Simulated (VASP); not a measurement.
Runs of VASP 6.6.1 on MgZr2N. The structure is that of space group P6/mmm (No. 191), or close to it. The cells are those of the table. 

```csv
task,spin,cell,k mesh,cutoff (eV),gap on the mesh (eV),pressure (GPa),largest force (eV/Å)
single point,off,"a = 3.269, b = 3.269, c = 10.086 Å, angles 90.0, 90.0, 120.0°, 4 atoms",18 × 18 × 6,520,none,0.1,0.07
single point,"collinear, ferromagnetic start","a = 3.269, b = 3.269, c = 10.091 Å, angles 90.0, 90.0, 120.0°, 4 atoms",6 × 6 × 2,520,none,0.1,0.08
single point,off,"a = 3.269, b = 3.269, c = 10.091 Å, angles 90.0, 90.0, 120.0°, 4 atoms",6 × 6 × 2,520,none,0.1,0.08
single point,off,"a = 3.334, b = 3.334, c = 7.840 Å, angles 90.0, 90.0, 120.0°, 4 atoms",6 × 6 × 2,520,none,(a),7.24
relaxation of cell and atoms,off,"relaxed from a = 3.334, b = 3.334, c = 7.840 Å, angles 90.0, 90.0, 120.0°, 4 atoms",6 × 6 × 2,600,none,0.0,0.01
```

Alike in all rows: level PBE; potentials or basis VASP PAW PBE potentials, release 64 (Mg, Zr_sv, N); smearing gaussian 0.1 eV.

Q: Estimate the missing entries.

A: (a) 21.2.

Caveats: some runs use coarse meshes; forces of over 1 eV/Å act on the atoms, so gaps and moduli don't describe the material at rest (some runs).

A k mesh can miss the band edges, and the runs leave out spin-orbit coupling on Zr.

A gap of «none» marks levels without a gap at the run's occupations.
